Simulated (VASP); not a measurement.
# Be4TeAs2 (P6/mmm) in VASP: further runs

Be4TeAs2 is run at these levels: PBE; tasks: single point, relaxation of cell and atoms.

All numbers are computed with VASP 6.6.1; they aren't measurements. Logs are shortened: lines on timing, memory, paths and dates and some standing lists are left out, and cuts for length are marked.

## 1. The cell of the first run

It takes space group P6/mmm (No. 191, hexagonal). Conventional cell: a = 4.647 Å, b = 4.647 Å, c = 6.564 Å, α = 90.00°, β = 90.00°, γ = 120.00°. Within 2.7 Å of Be (site symmetry 3m) lie 4 Be at 2.06 to 2.68 Å and 1 As at 2.25 Å. Within 3.8 Å of Te (site symmetry 6/mmm) lie 12 Be at 2.87 Å. Within 3.0 Å of As (site symmetry -6m2) lie 2 Be at 2.25 Å and 3 As at 2.68 Å.

## 2. Single point, PBE

INCAR reads:

```
PREC = Accurate ; ENCUT = 520
EDIFF = 1E-7 ; ISMEAR = 0
SIGMA = 0.1 ; LREAL = False
LASPH = True ; NELM = 100
ALGO = Normal ; ISIF = 2
LWAVE = False ; LCHARG = True
GGA = PE ; LELF = True
LVHAR = True ; NBANDS = 21
```

KPOINTS reads:

```
Automatic mesh
0
Gamma
  9 9 6
```

POSCAR reads:

```
Be4TeAs2
1.0
    4.6474041072      0.0000000000      0.0000000000
   -2.3237020536      4.0247700185      0.0000000000
    0.0000000000      0.0000000000      6.5641715848
Be Te As
4 1 2
Direct
    0.3333333333      0.6666666667      0.3430314004
    0.6666666667      0.3333333333      0.3430314004
    0.6666666667      0.3333333333      0.6569685996
    0.3333333333      0.6666666667      0.6569685996
    0.0000000000      0.0000000000      0.5000000000
    0.3333333333      0.6666666667      0.0000000000
    0.6666666667      0.3333333333      0.0000000000
```

Potentials or basis: VASP PAW PBE potentials, release 64 (Be, Te, As).

Started as:

```console
$ cat potpaw_PBE.64/Be/POTCAR potpaw_PBE.64/Te/POTCAR potpaw_PBE.64/As/POTCAR > POTCAR
$ mpirun -np 1 vasp_std > vasp.out
```

OUTCAR:

```text
PREC = Accurate
   ENCUT = 520
   EDIFF = 1E-7
   ISMEAR = 0
   LREAL = False
   LASPH = True
   NELM = 100
   ISIF = 2
   GGA = PE

 ion  position               nearest neighbor table
   1  0.333  0.667  0.343-   4 2.06   6 2.25   5 2.87   5 2.87   5 2.87
   2  0.667  0.333  0.343-   3 2.06   7 2.25   5 2.87   5 2.87   5 2.87
   3  0.667  0.333  0.657-   2 2.06   7 2.25   5 2.87   5 2.87   5 2.87
   4  0.333  0.667  0.657-   1 2.06   6 2.25   5 2.87   5 2.87   5 2.87
   5  0.000  0.000  0.500-   1 2.87   2 2.87   3 2.87   4 2.87   2 2.87   3 2.87   1 2.87   4 2.87
                             2 2.87   3 2.87   1 2.87   4 2.87
   6  0.333  0.667  0.000-   1 2.25   4 2.25   7 2.68   7 2.68   7 2.68
   7  0.667  0.333  0.000-   2 2.25   3 2.25   6 2.68   6 2.68   6 2.68

  LATTYP: Found a hexagonal cell.
 ALAT       =     4.6474041072
 C/A-ratio  =     1.4124383061

  Lattice vectors:

 A1 = (   4.6474041072,   0.0000000000,   0.0000000000)
 A2 = (  -2.3237020536,   4.0247700185,   0.0000000000)
 A3 = (   0.0000000000,   0.0000000000,   6.5641715848)

Analysis of symmetry for initial positions (statically):
=====================================================================
 Subroutine PRICEL returns:
 Original cell was already a primitive cell.

 Routine SETGRP: Setting up the symmetry group for a
 hexagonal supercell.

 Subroutine GETGRP returns: Found 24 space group operations
 (whereof 24 operations were pure point group operations)
 out of a pool of 24 trial point group operations.

The static configuration has the point symmetry D_6h.

Analysis of symmetry for dynamics (positions and initial velocities):
=====================================================================
 Subroutine PRICEL returns:
 Original cell was already a primitive cell.

 Routine SETGRP: Setting up the symmetry group for a
 hexagonal supercell.

 Subroutine GETGRP returns: Found 24 space group operations
 (whereof 24 operations were pure point group operations)
 out of a pool of 24 trial point group operations.

The dynamic configuration has the point symmetry D_6h.

 Subroutine INISYM returns: Found 24 space group operations
 (whereof 24 operations are pure point group operations),
 and found     1 'primitive' translations

----------------------------------------------------------------------------------------

                                     Primitive cell

  volume of cell :     122.7811

  direct lattice vectors                    reciprocal lattice vectors
     4.647404107  0.000000000  0.000000000     0.215173886  0.124230701  0.000000000
    -2.323702054  4.024770018  0.000000000     0.000000000  0.248461402  0.000000000
     0.000000000  0.000000000  6.564171585     0.000000000  0.000000000  0.152342148

  length of vectors
     4.647404107  4.647404107  6.564171585     0.248461402  0.248461402  0.152342148

  position of ions in fractional coordinates (direct lattice)
     0.333333333  0.666666667  0.343031400
     0.666666667  0.333333333  0.343031400
     0.666666667  0.333333333  0.656968600
     0.333333333  0.666666667  0.656968600
     0.000000000  0.000000000  0.500000000
     0.333333333  0.666666667  0.000000000
     0.666666667  0.333333333  0.000000000

  ion indices of the primitive-cell ions
   primitive index   ion index
                 1           1
                 2           2
                 3           3
                 4           4
                 5           5
                 6           6
                 7           7

----------------------------------------------------------------------------------------

 KPOINTS: Automatic mesh

Automatic generation of k-mesh.
 Grid dimensions read from file:
 generate k-points for:    9    9    6

 Generating k-lattice:

  Cartesian coordinates                     Fractional coordinates (reciprocal lattice)
     0.023908210  0.013803411  0.000000000     0.111111111  0.000000000  0.000000000
     0.000000000  0.027606822  0.000000000     0.000000000  0.111111111  0.000000000
     0.000000000  0.000000000  0.025390358     0.000000000  0.000000000  0.166666667

  Length of vectors
     0.027606822  0.027606822  0.025390358

  Shift w.r.t. Gamma in fractional coordinates (k-lattice)
     0.000000000  0.000000000  0.000000000

 Subroutine IBZKPT returns following result:
 ===========================================

 Found     48 irreducible k-points:

 Following reciprocal coordinates:
            Coordinates               Weight
  0.000000  0.000000  0.000000      1.000000
  0.111111  0.000000  0.000000      6.000000
  0.222222  0.000000  0.000000      6.000000
  0.333333  0.000000  0.000000      6.000000
  0.444444  0.000000  0.000000      6.000000
  0.111111  0.111111  0.000000      6.000000
[... 16 lines left out ...]
  0.333333  0.222222  0.166667     24.000000
  0.333333  0.333333  0.166667      4.000000
 [... further k-points ...]
   k-points           NKPTS =     48   k-points in BZ     NKDIM =     48   number of bands    NBANDS=     21
   number of dos      NEDOS =    301   number of ions     NIONS =      7
   total plane-waves  NPLWV =  64800
   dimension x,y,z NGX =    36 NGY =   36 NGZ =   50
   dimension x,y,z NGXF=    72 NGYF=   72 NGZF=  100
   ions per type =               4   1   2
   NGX,Y,Z   is equivalent  to a cutoff of  12.88, 12.88, 12.66 a.u.
   NGXF,Y,Z  is equivalent  to a cutoff of  25.76, 25.76, 25.33 a.u.
 SYSTEM =  unknown system
   PREC   = accura    normal or accurate (medium, high low for compatibility)
   ISTART =      0    job   : 0-new  1-cont  2-samecut
   ICHARG =      2    charge: 1-file 2-atom 10-const
   ISPIN  =      1    spin polarized calculation?
   LNONCOLLINEAR =      F non collinear calculations
   LSORBIT =      F    spin-orbit coupling
   LASPH  =      T    aspherical Exc in radial PAW
   ENCUT  =  520.0 eV  38.22 Ry    6.18 a.u.   8.64  8.64 12.21*2*pi/ulx,y,z
   NELM   =    100;   NELMIN=  2; NELMDL= -5     # of ELM steps
   EDIFF  = 0.1E-06   stopping-criterion for ELM
   LREAL  =      F    real-space projection
   EDIFFG = 0.1E-05   stopping-criterion for IOM
   NSW    =      0    number of steps for IOM
   IBRION =     -1    ionic relax: 0-MD 1-quasi-New 2-CG
   NFREE  =      0    steps in history (QN), initial steepest desc. (CG)
   ISIF   =      2    stress and relaxation
   ISYM   =      2    0-nonsym 1-usesym 2-fastsym
   POTIM  = 0.5000    time-step for ionic-motion
   TEBEG  =    0.0;   TEEND  =   0.0 temperature during run
   PSTRESS=    0.0 pullay stress
   NELECT =      24.0000    total number of electrons
   NUPDOWN=      -1.0000    fix difference up-down
   EMIN   =  10.00;   EMAX   =-10.00  energy-range for DOS
   EFERMI =   0.00;   METHOD = LEGACY
   ISMEAR =     0;   SIGMA  =   0.10  broadening in eV -4-tet -1-fermi 0-gaus
   EFERMI_NEDOS =   21; number of points for ismear=-14 and -15
   IALGO  =     38    algorithm
   IMIX   =      4    mixing-type and parameters
     AMIX     =   0.40;   BMIX     =  1.00
     AMIX_MAG =   1.60;   BMIX_MAG =  1.00
  volume/ion in A,a.u.               =      17.54       118.37
  Fermi-wavevector in a.u.,A,eV,Ry     =   0.950097  1.795424 12.281774  0.902685
  Thomas-Fermi vector in A             =   2.078442
   LORBIT       =      0    0 simple, 1 ext, 2 COOP (PROOUT), +10 PAW based schemes
   GGA     = PE    functional components
   LHFCALC =     F    Hartree Fock is set to
   AEXX    =    0.0000 exact exchange contribution
   IVDW    =     0    specifies the selected vdW correction
   LEPSILON=     F    determine dielectric tensor
   LRPA    =     F    only Hartree local field effects (RPA)
 non-spin polarized calculation
 Gauss-broadening in eV      SIGMA  =   0.10
  energy-cutoff  :      520.00
  volume of cell :      122.78
 maximum number of plane-waves:      3330
 NGX is ok and might be reduce to    36
   NGX = 17   NGY = 17   NGZ = 25

 number of electron      23.9999998 magnetization

 Free energy of the ion-electron system (eV)
  ---------------------------------------------------
  ext. energy  EPLUGINS =         0.00000000
  ---------------------------------------------------
  free energy    TOTEN  =       -23.35151896 eV

  energy without entropy =      -23.33975176  energy(sigma->0) =      -23.34563536

 E-fermi :   5.5623     XC(G=0):  -9.4668

 val. band max:        5.5521070807   @ k =   0.2222   0.0000   0.3333
 cond. band min:       5.5637106563   @ k =   0.1111   0.0000   0.3333
 fundamental gap:      0.0116035756
 Fermi energy:         5.5623454391

 k-point     1 :       0.0000    0.0000    0.0000
  band No.  band energies     occupation
      1      -8.3539      2.00000
      2      -6.9491      2.00000
      3      -3.0011      2.00000
      4      -1.6499      2.00000
      5       1.3326      2.00000
      6       1.3326      2.00000
[... 13 lines left out ...]
     20       9.0581      0.00000
     21       9.0581      0.00000

 k-point     2 :       0.1111    0.0000    0.0000
  band No.  band energies     occupation
      1      -8.2676      2.00000
      2      -6.8992      2.00000
      3      -3.3253      2.00000
      4      -1.5558      2.00000
      5       0.7341      2.00000
      6       1.0036      2.00000
[... 13 lines left out ...]
     20       9.3511      0.00000
     21       9.4964      0.00000

 k-point     3 :       0.2222    0.0000    0.0000
  band No.  band energies     occupation
      1      -8.0141      2.00000
      2      -6.7687      2.00000
      3      -4.0604      2.00000
      4      -1.2762      2.00000
      5      -0.3485      2.00000
      6       0.5213      2.00000
[... 13 lines left out ...]
     20       9.7657      0.00000
     21      10.4892      0.00000
[... 457 lines left out ...]
 k-point    23 :       0.3333    0.2222    0.1667
  band No.  band energies     occupation
      1      -6.8791      2.00000
      2      -6.5446      2.00000
      3      -5.8243      2.00000
      4      -1.6213      2.00000
      5      -0.7350      2.00000
      6       0.1341      2.00000
[... 13 lines left out ...]
     20       9.7522      0.00000
     21      10.5722      0.00000

 k-point    24 :       0.3333    0.3333    0.1667
  band No.  band energies     occupation
      1      -6.5494      2.00000
      2      -6.3578      2.00000
      3      -6.3578      2.00000
      4      -1.2956      2.00000
      5      -1.2956      2.00000
      6      -0.0765      2.00000
[... 13 lines left out ...]
     20      10.0153      0.00000
     21      10.1871      0.00000

 [... further k-points ...]
[... 5 lines left out ...]
  --------------------------------------------------------------------------------------
  -------------------------------------------------------------------------------------
  Total        0.0693278      0.0693278      0.1637248     -0.0000000      0.0000000      0.0000000
  in kB        0.9046622      0.9046622      2.1364540     -0.0000000      0.0000000      0.0000000
  external PRESSURE =       1.3152595 kB  Pullay stress =       0.0000000 kB

 VOLUME and BASIS-vectors are now :
 -----------------------------------------------------------------------------
  energy-cutoff  :      520.00
  volume of cell :      122.78
      direct lattice vectors                 reciprocal lattice vectors
     4.647404107  0.000000000  0.000000000     0.215173886  0.124230701  0.000000000
    -2.323702054  4.024770018  0.000000000     0.000000000  0.248461402  0.000000000
     0.000000000  0.000000000  6.564171585     0.000000000  0.000000000  0.152342148

 POSITION                                       TOTAL-FORCE (eV/Angst)
 -----------------------------------------------------------------------------------
     -0.00000      2.68318      2.25172        -0.000000      0.000000      0.012040
      2.32370      1.34159      2.25172         0.000000     -0.000000      0.012040
      2.32370      1.34159      4.31245        -0.000000      0.000000     -0.012040
     -0.00000      2.68318      4.31245         0.000000      0.000000     -0.012040
      0.00000      0.00000      3.28209        -0.000000      0.000000      0.000000
     -0.00000      2.68318      0.00000        -0.000000      0.000000      0.000000
      2.32370      1.34159      0.00000         0.000000     -0.000000      0.000000
 -----------------------------------------------------------------------------------
    total drift:                                0.000000      0.000000      0.000000

  FREE ENERGIE OF THE ION-ELECTRON SYSTEM (eV)
  ---------------------------------------------------
  free  energy   TOTEN  =       -23.3515189630 eV

  energy  without entropy=      -23.3397517558  energy(sigma->0) =      -23.34563536
```

Run time: 1.9 min. Hardware: 1 thread of Intel Xeon Platinum 8259CL at 2.50GHz (Skylake/Cascade Lake), shared host; peak memory 0.32 GiB.

What came out:

```yaml
Free_energy: -23.3515 eV
Pressure: 0.1 GPa
Largest_force: 0.012 eV/Å
Band_gap_on_the_k_mesh: zero (band 12 reaches 6.23 eV, above the bottom of band 13 at 3.99 eV)
```

Forces on the atoms (eV/Å):
```
Be   0.000  0.000  0.012
Be   0.000  0.000  0.012
Be   0.000  0.000 -0.012
Be   0.000  0.000 -0.012
Te   0.000  0.000  0.000
As   0.000  0.000  0.000
As   0.000  0.000  0.000
```

Stress tensor (GPa, compression positive):
```
0.09 0.00 0.00
0.00 0.09 0.00
0.00 0.00 0.21
```

Caveat: spin-orbit coupling is left out, which moves the levels of the heavy elements.

## 3. Relaxation of cell and atoms, PBE

This run uses another cell than the first one, of 17.43 Å³/atom, 0.994 times its volume.

INCAR reads:

```
SYSTEM = Be4TeAs2
PREC = Accurate ; ENCUT = 600
EDIFF = 1E-6 ; ISMEAR = 0
SIGMA = 0.1 ; LREAL = .FALSE.
LASPH = .TRUE. ; NELM = 100
ALGO = Normal ; ISIF = 3
LWAVE = .FALSE. ; LCHARG = .FALSE.
GGA = PE ; IBRION = 2
NSW = 100 ; EDIFFG = -0.01
```

KPOINTS reads:

```
Automatic mesh
0
G
  9 9 6
  0 0 0
```

POSCAR reads:

```
Be4TeAs2
1.0
    4.6624555858      0.0000000000      0.0000000000
   -2.3312277929      4.0378049813      0.0000000000
    0.0000000000      0.0000000000      6.4814296654
Be Te As
4 1 2
Direct
    0.3333333333      0.6666666667      0.3416883029
    0.6666666667      0.3333333333      0.3416883029
    0.6666666667      0.3333333333      0.6583116971
    0.3333333333      0.6666666667      0.6583116971
    0.0000000000      0.0000000000      0.5000000000
    0.3333333333      0.6666666667      0.0000000000
    0.6666666667      0.3333333333      0.0000000000
```

Potentials or basis: VASP PAW PBE potentials, release 64 (Be, Te, As).

Started as:

```console
$ cat potpaw_PBE.64/Be/POTCAR potpaw_PBE.64/Te/POTCAR potpaw_PBE.64/As/POTCAR > POTCAR
$ mpirun -np 1 vasp_std > vasp.out
```

Wall time 5.4 min (1 thread of Intel Xeon Platinum 8259CL at 2.50GHz (Skylake/Cascade Lake), shared host); peak memory 0.38 GiB.

The run converged. Its results:

```
Free energy                            : -23.3517 eV
Relaxed volume                         : 17.58 Å³/atom
Relaxed cell                           : a = 4.650 Å, b = 4.650 Å, c = 6.572 Å, α = 90.00°, β = 90.00°, γ = 120.00°
Space group after relaxing (to 0.05 Å) : P6/mmm (No. 191)
Energy gained by relaxing              : 1.9 meV/atom
Ionic steps                            : 5
Pressure after relaxing                : 0.0 GPa
Largest force after relaxing           : 0.009 eV/Å
```

Forces on the atoms (eV/Å):
```
Be   0.000  0.000 -0.009
Be   0.000  0.000 -0.009
Be   0.000  0.000  0.009
Be   0.000  0.000  0.009
Te   0.000  0.000  0.000
As   0.000  0.000  0.000
As   0.000  0.000  0.000
```

Step by step:
```tsv
step	energy change (eV)	largest force (eV/Å)	pressure (GPa)	volume (Å³)
1	0.0000	0.1500	0.66	122.02
2	-0.0117	0.0325	-0.07	123.28
3	-0.0123	0.0007	-0.27	123.65
4	-0.0133	0.0071	-0.06	123.18
5	-0.0134	0.0091	-0.01	123.06
```

Final structure:
```
CELL_PARAMETERS angstrom
4.64977 0.00000 0.00000
-2.32489 4.02682 0.00000
0.00000 0.00000 6.57234
ATOMIC_POSITIONS crystal
Be 0.33333 0.66667 0.34324
Be 0.66667 0.33333 0.34324
Be 0.66667 0.33333 0.65676
Be 0.33333 0.66667 0.65676
Te 0.00000 0.00000 0.50000
As 0.33333 0.66667 0.00000
As 0.66667 0.33333 0.00000
```

Levels at points of the mesh, in eV from the Fermi level:
| k point | band 8 | band 9 | band 10 | band 11 | band 12 | band 13 | band 14 | band 15 | band 16 |
| --- | --- | --- | --- | --- | --- | --- | --- | --- | --- |
| (0.00, 0.00, 0.00) | -3.59 | -3.33 | -2.03 | -1.98 | -0.73 | -0.73 | -0.20 | 0.51 | 0.51 |
| (0.00, 0.00, 0.50) | -3.52 | -3.52 | -2.93 | -2.03 | -1.57 | -1.57 | -0.09 | -0.03 | -0.03 |

Caveat: the bands computed are all filled at some k points, so no gap is given; spin-orbit coupling is left out, which moves the levels of the heavy elements.

## 4. Single point, PBE

This run uses another cell than the first one, of 17.43 Å³/atom, 0.994 times its volume.

INCAR reads:

```
SYSTEM = Be4TeAs2
ALGO = Normal ; EDIFF = 1E-7
ENCUT = 520 ; GGA = PE
ISIF = 2 ; ISMEAR = 0
LASPH = .True. ; LCHARG = .False.
LREAL = .False. ; LWAVE = .False.
NBANDS = 21 ; NELM = 100
PREC = Accurate ; SIGMA = 0.1
```

KPOINTS reads:

```
k-points
0
Gamma
  6 6 4
  0 0 0
```

POSCAR is that of step 3.

Started as:

```console
$ cat potpaw_PBE.64/Be/POTCAR potpaw_PBE.64/Te/POTCAR potpaw_PBE.64/As/POTCAR > POTCAR
$ mpirun -np 1 vasp_std > vasp.out
```

Wall time 59 s (1 thread of Intel Xeon Platinum 8259CL at 2.50GHz (Skylake/Cascade Lake), shared host); peak memory 0.26 GiB.

It converged, with:

```
Free energy            : -23.3795 eV
Pressure               : 0.1 GPa
Largest force          : 0.017 eV/Å
Band gap on the k mesh : zero (band 12 reaches 6.06 eV, above the bottom of band 13 at 3.95 eV)
```

Forces on the atoms (eV/Å):
```
Be   0.000  0.000  0.017
Be   0.000  0.000  0.017
Be   0.000  0.000 -0.017
Be   0.000  0.000 -0.017
Te   0.000  0.000  0.000
As   0.000  0.000  0.000
As   0.000  0.000  0.000
```

Stress tensor (GPa, compression positive):
```
0.07 0.00 0.00
0.00 0.07 0.00
0.00 0.00 0.24
```

Levels at points of the mesh, in eV from the Fermi level:
| k point | band 8 | band 9 | band 10 | band 11 | band 12 | band 13 | band 14 | band 15 | band 16 | band 17 |
| --- | --- | --- | --- | --- | --- | --- | --- | --- | --- | --- |
| (0.00, 0.00, 0.00) | -3.83 | -3.57 | -2.26 | -2.15 | -0.86 | -0.86 | -0.47 | 0.43 | 0.43 | 1.10 |
| (0.50, 0.00, 0.00) | -3.93 | -3.36 | -2.97 | -2.73 | -0.11 | 1.70 | 2.15 | 2.43 | 2.52 | 2.66 |
| (0.00, 0.00, 0.50) | -3.75 | -3.75 | -3.17 | -2.31 | -1.80 | -1.80 | -0.35 | -0.17 | -0.17 | 1.58 |
| (0.50, 0.00, 0.50) | -4.46 | -4.45 | -2.47 | -1.97 | -0.92 | 1.71 | 1.79 | 2.15 | 2.18 | 2.56 |

Caveat: spin-orbit coupling is left out, which moves the levels of the heavy elements.

(Continued in part 2 of 2.)
